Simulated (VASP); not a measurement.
# Au (P4/nmm) in VASP: a series of runs

The runs below take Au through single point, with PBEsol.

Everything below comes from runs of VASP 6.6.1. Logs are shortened: lines on timing, memory, paths and dates and some standing lists are left out, and cuts for length are marked.

## 1. The cell of the first run

Symmetry: P4/nmm, No. 129, tetragonal system. Conventional cell: a = 3.315 Å, b = 3.315 Å, c = 3.315 Å, α = 90.00°, β = 90.00°, γ = 90.00°. Au (site symmetry 4mm) has 14 Au at 2.81 to 3.31 Å within 3.7 Å.

## 2. Single point, PBEsol (atoms displaced along a vibrational mode)

Input file INCAR:

```
PREC = Accurate
ENCUT = 520
EDIFF = 1E-6
ISMEAR = 0
SIGMA = 0.15
LREAL = F
LASPH = T
NELM = 60
ALGO = Fast
ISIF = 2
LWAVE = F
LCHARG = F
GGA = PS
NBANDS = 18
```

Input file KPOINTS:

```
regular mesh
0
Gamma
  14 14 14
```

Input file POSCAR:

```
Au
1.0
    0.0000000000     -3.3145380000      0.0000000000
   -3.3145380000      0.0000000000      0.0000000000
    0.0000000000      0.0000000000     -3.3145380000
Au
2
Direct
    0.5150850586      0.5000000000      0.5000000000
   -0.0150850586      0.0000000000      0.0000000000
```

Potentials or basis: VASP PAW PBE potentials, release 64 (Au).

Launch:

```console
cat potpaw_PBE.64/Au/POTCAR > POTCAR
mpirun -np 1 vasp_std > vasp.out
```

OUTCAR:

```text
PREC = Accurate
   ENCUT = 520
   EDIFF = 1E-6
   ISMEAR = 0
   LREAL = F
   LASPH = T
   NELM = 60
   ISIF = 2
   GGA = PS

 ion  position               nearest neighbor table
   1  0.515  0.500  0.500-   2 2.81   2 2.81   2 2.81   2 2.81   2 2.93   2 2.93   2 2.93   2 2.93

   2  0.985  0.000  0.000-   1 2.81   1 2.81   1 2.81   1 2.81   1 2.93   1 2.93   1 2.93   1 2.93

  LATTYP: Found a simple cubic cell.
 ALAT       =     3.3145380000

  Lattice vectors:

 A1 = (   0.0000000000,  -3.3145380000,   0.0000000000)
 A2 = (  -3.3145380000,   0.0000000000,   0.0000000000)
 A3 = (   0.0000000000,   0.0000000000,  -3.3145380000)

Analysis of symmetry for initial positions (statically):
=====================================================================
 Subroutine PRICEL returns:
 Original cell was already a primitive cell.

 Routine SETGRP: Setting up the symmetry group for a
 simple cubic supercell.

 Subroutine GETGRP returns: Found 16 space group operations
 (whereof  8 operations were pure point group operations)
 out of a pool of 48 trial point group operations.

The static configuration has the point symmetry C_4v.
 The point group associated with its full space group is D_4h.

Analysis of symmetry for dynamics (positions and initial velocities):
=====================================================================
 Subroutine PRICEL returns:
 Original cell was already a primitive cell.

 Routine SETGRP: Setting up the symmetry group for a
 simple cubic supercell.

 Subroutine GETGRP returns: Found 16 space group operations
 (whereof  8 operations were pure point group operations)
 out of a pool of 48 trial point group operations.

The dynamic configuration has the point symmetry C_4v.
 The point group associated with its full space group is D_4h.

 Subroutine INISYM returns: Found 16 space group operations
 (whereof  8 operations are pure point group operations),
 and found     1 'primitive' translations

----------------------------------------------------------------------------------------

                                     Primitive cell

  volume of cell :      36.4141

  direct lattice vectors                    reciprocal lattice vectors
     0.000000000 -3.314538000  0.000000000     0.000000000 -0.301701172  0.000000000
    -3.314538000  0.000000000  0.000000000    -0.301701172  0.000000000  0.000000000
     0.000000000  0.000000000 -3.314538000     0.000000000  0.000000000 -0.301701172

  length of vectors
     3.314538000  3.314538000  3.314538000     0.301701172  0.301701172  0.301701172

  position of ions in fractional coordinates (direct lattice)
     0.515085059  0.500000000  0.500000000
     0.984914941  0.000000000  0.000000000

  ion indices of the primitive-cell ions
   primitive index   ion index
                 1           1
                 2           2

----------------------------------------------------------------------------------------

 KPOINTS: regular mesh

Automatic generation of k-mesh.
 Grid dimensions read from file:
 generate k-points for:   14   14   14

 Generating k-lattice:

  Cartesian coordinates                     Fractional coordinates (reciprocal lattice)
     0.000000000 -0.021550084  0.000000000     0.071428571  0.000000000  0.000000000
    -0.021550084  0.000000000  0.000000000     0.000000000  0.071428571  0.000000000
     0.000000000  0.000000000 -0.021550084     0.000000000  0.000000000  0.071428571

  Length of vectors
     0.021550084  0.021550084  0.021550084

  Shift w.r.t. Gamma in fractional coordinates (k-lattice)
     0.000000000  0.000000000  0.000000000

 Subroutine IBZKPT returns following result:
 ===========================================

 Found    288 irreducible k-points:

 Following reciprocal coordinates:
            Coordinates               Weight
  0.000000  0.000000  0.000000      1.000000
  0.071429  0.000000  0.000000      2.000000
  0.000000  0.071429  0.000000      4.000000
  0.142857  0.000000  0.000000      2.000000
  0.000000  0.142857  0.000000      4.000000
  0.214286  0.000000  0.000000      2.000000
[... 16 lines left out ...]
  0.071429  0.000000  0.214286      8.000000
  0.285714  0.071429  0.000000      8.000000
 [... further k-points ...]
   k-points           NKPTS =    288   k-points in BZ     NKDIM =    288   number of bands    NBANDS=     18
   number of dos      NEDOS =    301   number of ions     NIONS =      2
   total plane-waves  NPLWV =  21952
   dimension x,y,z NGX =    28 NGY =   28 NGZ =   28
   dimension x,y,z NGXF=    56 NGYF=   56 NGZF=   56
   ions per type =               2
   NGX,Y,Z   is equivalent  to a cutoff of  14.04, 14.04, 14.04 a.u.
   NGXF,Y,Z  is equivalent  to a cutoff of  28.09, 28.09, 28.09 a.u.
 SYSTEM =  unknown system
   PREC   = accura    normal or accurate (medium, high low for compatibility)
   ISTART =      0    job   : 0-new  1-cont  2-samecut
   ICHARG =      2    charge: 1-file 2-atom 10-const
   ISPIN  =      1    spin polarized calculation?
   LNONCOLLINEAR =      F non collinear calculations
   LSORBIT =      F    spin-orbit coupling
   LASPH  =      T    aspherical Exc in radial PAW
   ENCUT  =  520.0 eV  38.22 Ry    6.18 a.u.   6.16  6.16  6.16*2*pi/ulx,y,z
   NELM   =     60;   NELMIN=  2; NELMDL= -5     # of ELM steps
   EDIFF  = 0.1E-05   stopping-criterion for ELM
   LREAL  =      F    real-space projection
   EDIFFG = 0.1E-04   stopping-criterion for IOM
   NSW    =      0    number of steps for IOM
   IBRION =     -1    ionic relax: 0-MD 1-quasi-New 2-CG
   NFREE  =      0    steps in history (QN), initial steepest desc. (CG)
   ISIF   =      2    stress and relaxation
   ISYM   =      2    0-nonsym 1-usesym 2-fastsym
   POTIM  = 0.5000    time-step for ionic-motion
   TEBEG  =    0.0;   TEEND  =   0.0 temperature during run
   PSTRESS=    0.0 pullay stress
   NELECT =      22.0000    total number of electrons
   NUPDOWN=      -1.0000    fix difference up-down
   EMIN   =  10.00;   EMAX   =-10.00  energy-range for DOS
   EFERMI =   0.00;   METHOD = LEGACY
   ISMEAR =     0;   SIGMA  =   0.15  broadening in eV -4-tet -1-fermi 0-gaus
   EFERMI_NEDOS =   21; number of points for ismear=-14 and -15
   IALGO  =     68    algorithm
   IMIX   =      4    mixing-type and parameters
     AMIX     =   0.40;   BMIX     =  1.00
     AMIX_MAG =   1.60;   BMIX_MAG =  1.00
  volume/ion in A,a.u.               =      18.21       122.87
  Fermi-wavevector in a.u.,A,eV,Ry     =   1.383968  2.615320 26.060157  1.915367
  Thomas-Fermi vector in A             =   2.508516
   LORBIT       =      0    0 simple, 1 ext, 2 COOP (PROOUT), +10 PAW based schemes
   GGA     = PS    functional components
   LHFCALC =     F    Hartree Fock is set to
   AEXX    =    0.0000 exact exchange contribution
   IVDW    =     0    specifies the selected vdW correction
   LEPSILON=     F    determine dielectric tensor
   LRPA    =     F    only Hartree local field effects (RPA)
 non-spin polarized calculation
 RMM-DIIS sequential band-by-band and
 Gauss-broadening in eV      SIGMA  =   0.15
  energy-cutoff  :      520.00
  volume of cell :       36.41
 maximum number of plane-waves:       996
 NGX is ok and might be reduce to    28
   NGX = 13   NGY = 13   NGZ = 13

 number of electron      22.0000001 magnetization

 Free energy of the ion-electron system (eV)
  ---------------------------------------------------
  ext. energy  EPLUGINS =         0.00000000
  ---------------------------------------------------
  free energy    TOTEN  =        -7.71143035 eV

  energy without entropy =       -7.70624421  energy(sigma->0) =       -7.70883728

 E-fermi :   8.2216     XC(G=0): -12.4948

 val. band max:        8.2138669196   @ k =   0.0000   0.4286   0.2857
 cond. band min:       8.2456290318   @ k =   0.0714   0.3571   0.0714
 fundamental gap:      0.0317621122
 Fermi energy:         8.2215827882

 k-point     1 :       0.0000    0.0000    0.0000
  band No.  band energies     occupation
      1      -1.0161      2.00000
      2       1.9411      2.00000
      3       1.9741      2.00000
      4       3.6761      2.00000
      5       3.7198      2.00000
      6       3.7198      2.00000
[... 10 lines left out ...]
     17      23.4534      0.00000
     18      24.7327      0.00000

 k-point     2 :       0.0714    0.0000    0.0000
  band No.  band energies     occupation
      1      -0.9272      2.00000
      2       1.9779      2.00000
      3       2.0256      2.00000
      4       3.7053      2.00000
      5       3.7227      2.00000
      6       3.7227      2.00000
[... 10 lines left out ...]
     17      23.6231      0.00000
     18      24.8068      0.00000

 k-point     3 :       0.0000    0.0714    0.0000
  band No.  band energies     occupation
      1      -0.9268      2.00000
      2       1.9875      2.00000
      3       2.0156      2.00000
      4       3.6785      2.00000
      5       3.7246      2.00000
      6       3.7481      2.00000
[... 10 lines left out ...]
     17      23.6076      0.00000
     18      24.6386      0.00000

 k-point     4 :       0.1429    0.0000    0.0000
  band No.  band energies     occupation
      1      -0.6642      2.00000
      2       2.0870      2.00000
      3       2.1710      2.00000
      4       3.7349      2.00000
      5       3.7349      2.00000
      6       3.7922      2.00000
[... 10 lines left out ...]
     17      24.2406      0.00000
     18      24.5247      0.00000

 k-point     5 :       0.0000    0.1429    0.0000
  band No.  band energies     occupation
      1      -0.6624      2.00000
      2       2.1037      2.00000
      3       2.1523      2.00000
      4       3.6890      2.00000
      5       3.7424      2.00000
      6       3.8319      2.00000
[... 10 lines left out ...]
     17      24.2516      0.00000
     18      24.3922      0.00000

 k-point     6 :       0.2143    0.0000    0.0000
  band No.  band energies     occupation
      1      -0.2382      2.00000
      2       2.2644      2.00000
      3       2.3809      2.00000
      4       3.7643      2.00000
      5       3.7643      2.00000
      6       3.9328      2.00000
[... 10 lines left out ...]
     17      24.2587      0.00000
     18      25.4222      0.00000

 k-point     7 :       0.0000    0.2143    0.0000
  band No.  band energies     occupation
      1      -0.2339      2.00000
      2       2.2784      2.00000
      3       2.3623      2.00000
      4       3.7158      2.00000
      5       3.7818      2.00000
      6       3.9659      2.00000
[... 10 lines left out ...]
     17      24.0999      0.00000
     18      25.3792      0.00000

 k-point     8 :       0.2857    0.0000    0.0000
  band No.  band energies     occupation
      1       0.3281      2.00000
      2       2.5029      2.00000
      3       2.6011      2.00000
      4       3.8230      2.00000
      5       3.8230      2.00000
      6       4.1203      2.00000
[... 10 lines left out ...]
     17      23.8840      0.00000
     18      24.0352      0.00000
[... 229 lines left out ...]
     17      24.2680      0.00000
     18      24.3144      0.00000

 k-point    20 :       0.0714    0.0000    0.1429
  band No.  band energies     occupation
      1      -0.5782      2.00000
      2       2.1384      2.00000
      3       2.2021      2.00000
      4       3.5985      2.00000
      5       3.7403      2.00000
      6       3.9532      2.00000
[... 10 lines left out ...]
     17      24.2390      0.00000
     18      24.3633      0.00000

 k-point    21 :       0.2143    0.0714    0.0000
  band No.  band energies     occupation
      1      -0.1606      2.00000
      2       2.2982      2.00000
      3       2.4242      2.00000
      4       3.6082      2.00000
      5       3.7595      2.00000
      6       4.1154      2.00000
[... 10 lines left out ...]
     17      24.0338      0.00000
     18      24.5486      0.00000

 k-point    22 :       0.0000    0.2143    0.0714
  band No.  band energies     occupation
      1      -0.1564      2.00000
      2       2.3183      2.00000
      3       2.4019      2.00000
      4       3.6355      2.00000
      5       3.7040      2.00000
      6       4.1372      2.00000
[... 10 lines left out ...]
     17      23.8070      0.00000
     18      24.5247      0.00000

 k-point    23 :       0.0714    0.0000    0.2143
  band No.  band energies     occupation
      1      -0.1567      2.00000
      2       2.3059      2.00000
      3       2.4127      2.00000
      4       3.5890      2.00000
      5       3.7735      2.00000
      6       4.1188      2.00000
[... 10 lines left out ...]
     17      23.9572      0.00000
     18      24.5281      0.00000

 k-point    24 :       0.2857    0.0714    0.0000
  band No.  band energies     occupation
      1       0.3935      2.00000
      2       2.5201      2.00000
      3       2.6465      2.00000
      4       3.6450      2.00000
      5       3.8094      2.00000
      6       4.3141      2.00000
[... 10 lines left out ...]
     17      23.4043      0.00000
     18      23.9859      0.00000

 [... further k-points ...]

------------------------ aborting loop because EDIFF is reached ----------------------------------------

  FORCE on cell =-STRESS in cart. coord.  units (eV):
  Direction    XX          YY          ZZ          XY          YZ          ZX
  --------------------------------------------------------------------------------------
  -------------------------------------------------------------------------------------
  Total       -1.9647393     -2.0948498     -1.9647393      0.0000000      0.0000000     -0.0000000
  in kB      -86.4463176    -92.1710359    -86.4463176      0.0000000      0.0000000     -0.0000000
  external PRESSURE =     -88.3545570 kB  Pullay stress =       0.0000000 kB

 VOLUME and BASIS-vectors are now :
 -----------------------------------------------------------------------------
  energy-cutoff  :      520.00
  volume of cell :       36.41
      direct lattice vectors                 reciprocal lattice vectors
     0.000000000 -3.314538000  0.000000000     0.000000000 -0.301701172  0.000000000
    -3.314538000  0.000000000  0.000000000    -0.301701172  0.000000000  0.000000000
     0.000000000  0.000000000 -3.314538000     0.000000000  0.000000000 -0.301701172

 POSITION                                       TOTAL-FORCE (eV/Angst)
 -----------------------------------------------------------------------------------
     -1.65727     -1.70727     -1.65727         0.000000      0.468023     -0.000000
      0.00000     -3.26454      0.00000         0.000000     -0.468023      0.000000
 -----------------------------------------------------------------------------------
    total drift:                               -0.000000     -0.000000      0.000000

  FREE ENERGIE OF THE ION-ELECTRON SYSTEM (eV)
  ---------------------------------------------------
  free  energy   TOTEN  =        -7.7114303483 eV

  energy  without entropy=       -7.7062442105  energy(sigma->0) =       -7.70883728
```

Run time: 78 s. Hardware: 1 thread of Intel Xeon 6975P-C (Granite Rapids), shared host; peak memory 0.27 GiB.

Results:

```
Free energy            : -7.7114 eV
Pressure               : -8.8 GPa
Largest force          : 0.468 eV/Å
Band gap on the k mesh : zero (bands 11 and 12 overlap by 4.71 eV)
```

Forces in eV/Å, atoms in the order of the input:
```
Au   0.000  0.468  0.000
Au   0.000 -0.468  0.000
```

Levels at points of the mesh, in eV from the Fermi level:
```tsv
k point	band 7	band 8	band 9	band 10	band 11	band 12	band 13	band 14	band 15	band 16
(0.00, 0.00, 0.00)	-2.79	-2.74	-1.75	-1.75	-1.71	6.18	6.18	6.25	8.90	15.19
(0.50, 0.00, 0.00)	-3.88	-3.88	-3.53	-2.93	-2.05	-1.68	11.95	12.48	12.84	12.84
(0.00, 0.50, 0.00)	-3.82	-3.82	-3.12	-3.12	-1.88	-1.88	12.03	12.03	13.21	13.21
(0.50, 0.50, 0.00)	-2.59	-2.59	-1.38	-1.38	-0.42	-0.42	3.18	3.18	12.30	12.30
(0.00, 0.50, 0.50)	-2.59	-2.59	-1.43	-1.43	-0.41	-0.41	3.19	3.19	12.37	12.37
(0.50, 0.50, 0.50)	-2.55	-2.55	-2.55	-2.55	2.65	2.65	6.48	6.48	6.92	6.92
```

Caveat: the cell differs from its parent crystal (atoms displaced along a vibrational mode); the cell stands under tension; the PAW data sets were made with another functional, which shifts forces and pressure a little; spin-orbit coupling is left out, which moves the levels of the heavy elements.

(Part 1 of 2 ends here.)
